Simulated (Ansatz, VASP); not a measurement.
Two plane-wave programs on Al

```
Al
1.0
     2.89661    0.00000    0.00000
    -1.44830    2.50853    0.00000
     0.00000    0.00000    4.65978
Al
2
Direct
  0.33333 0.66667 0.25000
  0.66667 0.33333 0.75000
```

Alike in both runs: functional RPBE; k mesh 13 × 13 × 7; occupations fermi-dirac, width 0.1 eV; no spin polarisation.

Ansatz relaxed the structure, and its values are those at the end. VASP's run is a single point on that final structure, the one shown.

```csv
,VASP,Ansatz
version,VASP 6.6.1,Ansatz 0.2.0
potentials or method,"VASP PAW PBE potentials, release 64 (Al), cutoff 520 eV","plane waves (420 eV) with PAW, scalar-relativistic"
valence electrons in the cell,6,6
```

|  | VASP | Ansatz | Ansatz less VASP |
| --- | --- | --- | --- |
| pressure (GPa) | -0.2 | 0.0 | +0.18 |

VASP's potentials were made for PBE, not for RPBE. With one functional, cell and mesh, what is left measures potentials, basis and numerics.
